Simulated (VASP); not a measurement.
# Ag (P6_3/mmc) in VASP: a series of runs

The runs below take Ag through electric field gradients, with LDA.

All numbers are computed with VASP 6.6.1; they aren't measurements. Logs are shortened: lines on timing, memory, paths and dates and some standing lists are left out, and cuts for length are marked.

### 1 The cell of the first run

Symmetry: P6_3/mmc, No. 194, hexagonal system. The conventional cell has a = 2.910 Å, b = 2.910 Å, c = 4.758 Å, α = 90.00°, β = 90.00°, γ = 120.00°. Ag (site symmetry -6m2) has 12 Ag at 2.91 Å within 3.8 Å.

### 2 Electric field gradients, LDA (volume scaled by 0.98)

Input file INCAR:

```
SYSTEM = Ag
  PREC = Accurate
  ENCUT = 520
  EDIFF = 1E-8
  ISMEAR = -1
  SIGMA = 0.05
  LREAL = .FALSE.
  LASPH = .TRUE.
  NELM = 80
  ALGO = Normal
  ISIF = 2
  LWAVE = .FALSE.
  LCHARG = .FALSE.
  GGA = CA
  LEFG = .TRUE.
  NBANDS = 18
```

Input file KPOINTS:

```
regular mesh
0
G
  14 14 8
  0 0 0
```

Input file POSCAR:

```
Ag
1.0
    2.9103330712      0.0000000000      0.0000000000
   -1.4551665356      2.5204223732      0.0000000000
    0.0000000000      0.0000000000      4.7578513803
Ag
2
Direct
    0.3333333333      0.6666666667      0.2500000000
    0.6666666667      0.3333333333      0.7500000000
```

Potentials or basis: VASP PAW LDA potentials, release 64 (Ag).

Launch:

```bash
> cat potpaw_LDA.64/Ag/POTCAR > POTCAR
> mpirun -np 1 vasp_std > vasp.out
```

OUTCAR:

```text
SYSTEM = Ag
   PREC = Accurate
   ENCUT = 520
   EDIFF = 1E-8
   ISMEAR = -1
   LREAL = .FALSE.
   LASPH = .TRUE.
   NELM = 80
   ISIF = 2
   GGA = CA

 ion  position               nearest neighbor table
   1  0.333  0.667  0.250-   2 2.91   2 2.91   2 2.91   2 2.91   2 2.91   2 2.91
   2  0.667  0.333  0.750-   1 2.91   1 2.91   1 2.91   1 2.91   1 2.91   1 2.91

  LATTYP: Found a hexagonal cell.
 ALAT       =     2.9103330712
 C/A-ratio  =     1.6348133578

  Lattice vectors:

 A1 = (   2.9103330712,   0.0000000000,   0.0000000000)
 A2 = (  -1.4551665356,   2.5204223732,   0.0000000000)
 A3 = (   0.0000000000,   0.0000000000,   4.7578513803)

Analysis of symmetry for initial positions (statically):
=====================================================================
 Subroutine PRICEL returns:
 Original cell was already a primitive cell.

 Routine SETGRP: Setting up the symmetry group for a
 hexagonal supercell.

 Subroutine GETGRP returns: Found 24 space group operations
 (whereof 12 operations were pure point group operations)
 out of a pool of 24 trial point group operations.

The static configuration has the point symmetry D_3d.
 The point group associated with its full space group is D_6h.

Analysis of symmetry for dynamics (positions and initial velocities):
=====================================================================
 Subroutine PRICEL returns:
 Original cell was already a primitive cell.

 Routine SETGRP: Setting up the symmetry group for a
 hexagonal supercell.

 Subroutine GETGRP returns: Found 24 space group operations
 (whereof 12 operations were pure point group operations)
 out of a pool of 24 trial point group operations.

The dynamic configuration has the point symmetry D_3d.
 The point group associated with its full space group is D_6h.

 Subroutine INISYM returns: Found 24 space group operations
 (whereof 12 operations are pure point group operations),
 and found     1 'primitive' translations

----------------------------------------------------------------------------------------

                                     Primitive cell

  volume of cell :      34.9001

[... 115 lines left out ...]
   AEXX    =    0.0000 exact exchange contribution
   IVDW    =     0    specifies the selected vdW correction
   LEPSILON=     F    determine dielectric tensor
   LRPA    =     F    only Hartree local field effects (RPA)
 non-spin polarized calculation
  energy-cutoff  :      520.00
  volume of cell :       34.90
 maximum number of plane-waves:       966
 NGX is ok and might be reduce to    24
   NGX = 11   NGY = 11   NGZ = 17

 number of electron      22.0000007 magnetization

 Free energy of the ion-electron system (eV)
  ---------------------------------------------------
  ext. energy  EPLUGINS =         0.00000000
  ---------------------------------------------------
  free energy    TOTEN  =        -7.46650717 eV

  energy without entropy =       -7.46248713  energy(sigma->0) =       -7.46449715

 E-fermi :   7.7765     XC(G=0): -12.4462

 val. band max:        7.6966634063   @ k =   0.0714   0.0714   0.1250
 cond. band min:       7.7787301062   @ k =   0.4286   0.0714   0.2500
 fundamental gap:      0.0820666999
 Fermi energy:         7.7764919540

 k-point     1 :       0.0000    0.0000    0.0000
  band No.  band energies     occupation
      1       0.1658      2.00000
      2       1.5726      2.00000
      3       3.1284      2.00000
      4       3.2301      2.00000
      5       3.2301      2.00000
      6       3.4606      2.00000
[... 481 lines left out ...]
      5       3.1097      2.00000
      6       3.2297      2.00000
[... 10 lines left out ...]
     17      18.2309      0.00000
     18      19.1382      0.00000

 [... further k-points ...]
[... 5 lines left out ...]
  --------------------------------------------------------------------------------------
  -------------------------------------------------------------------------------------
  Total       -1.9056044     -1.9056044     -1.9851021      0.0000000      0.0000000      0.0000000
  in kB      -87.4815420    -87.4815420    -91.1310850      0.0000000      0.0000000      0.0000000
  external PRESSURE =     -88.6980563 kB  Pullay stress =       0.0000000 kB

 VOLUME and BASIS-vectors are now :
 -----------------------------------------------------------------------------
  energy-cutoff  :      520.00
  volume of cell :       34.90
      direct lattice vectors                 reciprocal lattice vectors
     2.910333071  0.000000000  0.000000000     0.343603284  0.198379448  0.000000000
    -1.455166536  2.520422373  0.000000000     0.000000000  0.396758897  0.000000000
     0.000000000  0.000000000  4.757851380     0.000000000  0.000000000  0.210178906

 POSITION                                       TOTAL-FORCE (eV/Angst)
 -----------------------------------------------------------------------------------
     -0.00000      1.68028      1.18946         0.000000      0.000000      0.000000
      1.45517      0.84014      3.56839        -0.000000      0.000000      0.000000
 -----------------------------------------------------------------------------------
    total drift:                               -0.000000      0.000000     -0.000000

  FREE ENERGIE OF THE ION-ELECTRON SYSTEM (eV)
  ---------------------------------------------------
  free  energy   TOTEN  =        -7.4665071686 eV

  energy  without entropy=       -7.4624871277  energy(sigma->0) =       -7.46449715

 Electric field gradients (V/A^2)
---------------------------------------------------------------------
 ion       V_xx      V_yy      V_zz      V_xy      V_xz      V_yz
---------------------------------------------------------------------
   1      -2.004    -2.005     4.008    -0.001     0.000    -0.000
   2      -2.004    -2.005     4.008    -0.001    -0.000     0.000
---------------------------------------------------------------------

 Electric field gradients after diagonalization (V/A^2)
 (convention: |V_zz| > |V_xx| > |V_yy|)
----------------------------------------------------------------------
 ion       V_xx      V_yy      V_zz     asymmetry (V_yy - V_xx)/ V_zz
----------------------------------------------------------------------
   1      -2.005    -2.003     4.008       0.000
   2      -2.005    -2.003     4.008       0.000
----------------------------------------------------------------------

           NMR quadrupolar parameters

 Cq : quadrupolar parameter    Cq=e*Q*V_zz/h
 eta: asymmetry parameters     (V_yy - V_xx)/ V_zz
 Q  : nuclear electric quadrupole moment in mb (millibarn)
----------------------------------------------------------------------
 ion       Cq(MHz)       eta       Q (mb)
----------------------------------------------------------------------
   1       0.010       0.000       1.000
   2       0.010       0.000       1.000
----------------------------------------------------------------------
```

It took 34 s on 1 thread of AMD EPYC 9R45 (Zen 5), shared host; peak memory 0.15 GiB.

Results:

| Quantity | Value |
| --- | --- |
| Free energy | -7.4665 eV |
| Pressure | -8.9 GPa |
| Band gap on the k mesh | zero (band 11 reaches 11.43 eV, above the bottom of band 12 at 4.48 eV) |

Electric field gradients, principal values (V/Å²):
| atom | least | middle | greatest (by size) |
| --- | --- | --- | --- |
| 1 Ag | -2.003 | -2.005 | 4.008 |
| 2 Ag | -2.003 | -2.005 | 4.008 |

Caveat: without QUAD_EFG the Cq values of the log hold for a quadrupole moment of 1 mb, not for the nuclei.

### 3 Electric field gradients, LDA (volume scaled by 0.98)

Input file INCAR:

```
PREC = Accurate
ENCUT = 520
EDIFF = 1E-8
ISMEAR = -1
SIGMA = 0.05
LREAL = False
LASPH = True
NELM = 80
ALGO = Normal
ISIF = 2
LWAVE = False
LCHARG = False
LEFG = True
NBANDS = 18
```

Input file KPOINTS:

```
Automatic mesh
0
Gamma
  14 14 8
```

POSCAR is that of step 2.

Potentials or basis: VASP PAW LDA potentials, release 64 (Ag).

Launch:

```bash
> cat potpaw_LDA.64/Ag/POTCAR > POTCAR
> mpirun -np 1 vasp_std > vasp.out
```

OUTCAR:

```text
PREC = Accurate
   ENCUT = 520
   EDIFF = 1E-8
   ISMEAR = -1
   LREAL = False
   LASPH = True
   NELM = 80
   ISIF = 2

 ion  position               nearest neighbor table
   1  0.333  0.667  0.250-   2 2.91   2 2.91   2 2.91   2 2.91   2 2.91   2 2.91
   2  0.667  0.333  0.750-   1 2.91   1 2.91   1 2.91   1 2.91   1 2.91   1 2.91

  LATTYP: Found a hexagonal cell.
 ALAT       =     2.9103330712
 C/A-ratio  =     1.6348133578

  Lattice vectors:

 A1 = (   2.9103330712,   0.0000000000,   0.0000000000)
 A2 = (  -1.4551665356,   2.5204223732,   0.0000000000)
 A3 = (   0.0000000000,   0.0000000000,   4.7578513803)

[... 717 lines left out ...]
  free  energy   TOTEN  =        -7.4665071686 eV

  energy  without entropy=       -7.4624871277  energy(sigma->0) =       -7.46449715

 Electric field gradients (V/A^2)
---------------------------------------------------------------------
 ion       V_xx      V_yy      V_zz      V_xy      V_xz      V_yz
---------------------------------------------------------------------
   1      -2.004    -2.005     4.008    -0.001     0.000    -0.000
   2      -2.004    -2.005     4.008    -0.001    -0.000     0.000
---------------------------------------------------------------------

 Electric field gradients after diagonalization (V/A^2)
 (convention: |V_zz| > |V_xx| > |V_yy|)
----------------------------------------------------------------------
 ion       V_xx      V_yy      V_zz     asymmetry (V_yy - V_xx)/ V_zz
----------------------------------------------------------------------
   1      -2.005    -2.003     4.008       0.000
   2      -2.005    -2.003     4.008       0.000
----------------------------------------------------------------------

           NMR quadrupolar parameters

 Cq : quadrupolar parameter    Cq=e*Q*V_zz/h
 eta: asymmetry parameters     (V_yy - V_xx)/ V_zz
 Q  : nuclear electric quadrupole moment in mb (millibarn)
----------------------------------------------------------------------
 ion       Cq(MHz)       eta       Q (mb)
----------------------------------------------------------------------
   1       0.010       0.000       1.000
   2       0.010       0.000       1.000
----------------------------------------------------------------------
```

OSZICAR:

```text
N       E                     dE             d eps       ncg     rms          rms(c)
DAV:   1     0.124429666275E+03    0.12443E+03   -0.11719E+04  4344   0.121E+03
DAV:   2    -0.595172741153E+01   -0.13038E+03   -0.12388E+03  4472   0.268E+02
DAV:   3    -0.806182973756E+01   -0.21101E+01   -0.21023E+01  5032   0.385E+01
DAV:   4    -0.806821826759E+01   -0.63885E-02   -0.63879E-02  4772   0.208E+00
DAV:   5    -0.806827131033E+01   -0.53043E-04   -0.53042E-04  4776   0.202E-01    0.730E+00
DAV:   6    -0.749276770435E+01    0.57550E+00   -0.14726E+00  4456   0.129E+01    0.468E+00
DAV:   7    -0.747475733192E+01    0.18010E-01   -0.12764E-02  4702   0.102E+00    0.262E+00
DAV:   8    -0.746648886054E+01    0.82685E-02   -0.93406E-04  4458   0.295E-01    0.783E-02
DAV:   9    -0.746650751267E+01   -0.18652E-04   -0.20065E-05  5052   0.321E-02    0.178E-02
DAV:  10    -0.746650711057E+01    0.40210E-06   -0.23574E-06  4684   0.148E-02    0.241E-03
DAV:  11    -0.746650716729E+01   -0.56715E-07   -0.73929E-08  5192   0.215E-03    0.968E-04
DAV:  12    -0.746650716856E+01   -0.12737E-08   -0.12960E-09  2400   0.334E-04
   1 F= -.74665072E+01 E0= -.74644971E+01  d E =-.402004E-02
```

Wall time 34 s (1 thread of AMD EPYC 9R45 (Zen 5), shared host); peak memory 0.15 GiB.

Results:

```
Free energy            : -7.4665 eV
Pressure               : -8.9 GPa
Band gap on the k mesh : zero (band 11 reaches 11.43 eV, above the bottom of band 12 at 4.48 eV)
```

Electric field gradients, principal values (V/Å²):
| atom | least | middle | greatest (by size) |
| --- | --- | --- | --- |
| 1 Ag | -2.003 | -2.005 | 4.008 |
| 2 Ag | -2.003 | -2.005 | 4.008 |

Caveat: without QUAD_EFG the Cq values of the log hold for a quadrupole moment of 1 mb, not for the nuclei.

(Continued in part 2 of 2.)
